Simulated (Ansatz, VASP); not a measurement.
## Two plane-wave programs on Si

```
Si
1.0
     3.84753    0.00000    0.00000
    -1.92376    3.33205    0.00000
     0.00000    0.00000   18.44160
Si
4
Direct
  0.33333 0.66667 0.26954
  0.66667 0.33333 0.24401
  0.66667 0.50000 0.50113
  0.33333 0.83333 0.47560
```

Alike in both runs: task single point; functional PBE; dispersion D3(BJ); k mesh 9 × 9 × 1; occupations gaussian, width 0.1 eV; no spin polarisation.

|  | VASP | Ansatz |
| --- | --- | --- |
| version | VASP 6.6.1 | Ansatz 0.2.0 |
| potentials or method | VASP PAW PBE potentials, release 64 (Si), cutoff 520 eV | scalar-relativistic, plane waves, PAW |
| valence electrons in the cell | 16 | 16 |

|  | VASP | Ansatz | Ansatz less VASP |
| --- | --- | --- | --- |
| gap on the k mesh at the Fermi level (eV) | 0.42 | 0.42 | 0.000 |
| least direct gap on the mesh (eV) | 0.52 | 0.52 | 0.000 |
| rms of the force components (eV/Å) | 0.077 | 0.079 | +0.0020 |

Atom by atom the forces differ by 0.003 eV/Å (rms over components).
